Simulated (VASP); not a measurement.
Set up this calculation in VASP 6.6.1, as the native input.

- Task: electric field gradients
- Functional: LDA
- Potentials or basis: VASP PAW LDA potentials, release 64 (Li_sv, F)
- Cutoff: 520 eV
- k mesh: 10 × 10 × 10
- Occupations: fermi-dirac, width 0.03 eV
- Spin: no spin polarisation
- Dipole correction: no
- Further INCAR settings: ALGO = Normal; EDIFF = 1e-08; NBANDS = 12

The structure of LiF lies in POSCAR:

```
LiF
1.0
    0.0000000000      2.0542800000      2.0140000000
    2.0542800000      0.0000000000      2.0140000000
    2.0542800000      2.0542800000      0.0000000000
Li F
1 1
Direct
    0.0000000000      0.0000000000      0.0000000000
    0.5000000000      0.5000000000      0.5000000000
```

This cell differs from its parent crystal: equal xx and yy strain of +2 %.

The input as run:

INCAR

```
ALGO = Normal
EDIFF = 1E-8
ENCUT = 520
ISIF = 2
ISMEAR = -1
LASPH = T
LCHARG = F
LEFG = T
LREAL = F
LWAVE = F
NBANDS = 12
NELM = 100
PREC = Accurate
SIGMA = 0.03
```

KPOINTS

```
k-points
0
Gamma
  10 10 10
```

Potentials or basis: VASP PAW LDA potentials, release 64 (Li_sv, F).

The run is started by

```console
$ cat potpaw_LDA.64/Li_sv/POTCAR potpaw_LDA.64/F/POTCAR > POTCAR
$ mpirun -np 1 vasp_std > vasp.out
```

Results of the run:

```
Band gap on the k mesh : 8.47 eV, direct
```

Caveat: the cell differs from its parent crystal (equal xx and yy strain of +2 %); without QUAD_EFG the Cq values of the log hold for a quadrupole moment of 1 mb, not for the nuclei.

Wall time 7 s on 1 thread of Intel(R) Xeon(R) 6975P-C (Granite Rapids), with other jobs on the host, peak memory 0.13 GiB.
